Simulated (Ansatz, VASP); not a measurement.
**MgO in VASP and in Ansatz**

File INCAR:

```
SYSTEM = MgO
ALGO = Normal
EDIFF = 1E-6
ENCUT = 520
GGA = PE
ISIF = 2
ISMEAR = 0
LASPH = .TRUE.
LCHARG = .FALSE.
LREAL = .FALSE.
LWAVE = .FALSE.
NBANDS = 16
NELM = 80
PREC = Accurate
SIGMA = 0.05
```

Contents of KPOINTS:

```
k-points
0
G
  9 9 6
  0 0 0
```

File POSCAR:

```
MgO
1.0
    3.5774956285      0.0000000000      0.0000000000
   -1.7887478143      3.0982020962      0.0000000000
    0.0000000000      0.0000000000      4.2386168206
Mg O
2 2
Direct
    0.6666666667      0.3333333333      0.7500000000
    0.3333333333      0.6666666667      0.2500000000
    0.6666666667      0.3333333333      0.2500000000
    0.3333333333      0.6666666667      0.7500000000
```

Input for Ansatz:

```yaml
crystal:
  lattice:
    - [3.5774956285, 0.0, 0.0]
    - [-1.7887478143, 3.0982020962, 0.0]
    - [0.0, 0.0, 4.2386168206]
  atoms:
    - { symbol: Mg, position: [0.6666666667, 0.3333333333, 0.75] }
    - { symbol: Mg, position: [0.3333333333, 0.6666666667, 0.25] }
    - { symbol: O, position: [0.6666666667, 0.3333333333, 0.25] }
    - { symbol: O, position: [0.3333333333, 0.6666666667, 0.75] }
basis:
  ecutwfc: 520.0
kpoints:
  mp_grid: { grid: [9, 9, 6] }
hamiltonian:
  xc: pbe
  pseudopotentials: { kind: paw, azcp: { folder: soft_1 } }
scf:
  occupations: { method: gaussian, width: 0.05 }
output:
  forces: true
  stress: true
  eigenvalues: true
```

Alike in both runs: task single point; functional PBE; k mesh 9 × 9 × 6; occupations gaussian, width 0.05 eV; no spin polarisation.

```csv
,VASP,Ansatz
version,VASP 6.6.1,Ansatz 0.2.0
potentials or method,"VASP PAW PBE potentials, release 64 (Mg, O), cutoff 520 eV","scalar-relativistic, plane waves, PAW"
valence electrons in the cell,16,32
```

|  | VASP | Ansatz | Ansatz less VASP |
| --- | --- | --- | --- |
| gap on the k mesh at the Fermi level (eV) | 3.13 | 3.15 | +0.021 |
| least direct gap on the mesh (eV) | 3.13 | 3.15 | +0.021 |
| pressure (GPa) | -4.1 | -3.5 | +0.58 |
| traceless stress, the component that is largest in VASP (GPa) | 1.16 | 1.26 | +0.094 |

VASP's potentials hold 16 valence electrons a cell and Ansatz's 32, so a difference there can come from the potentials and not from the codes.
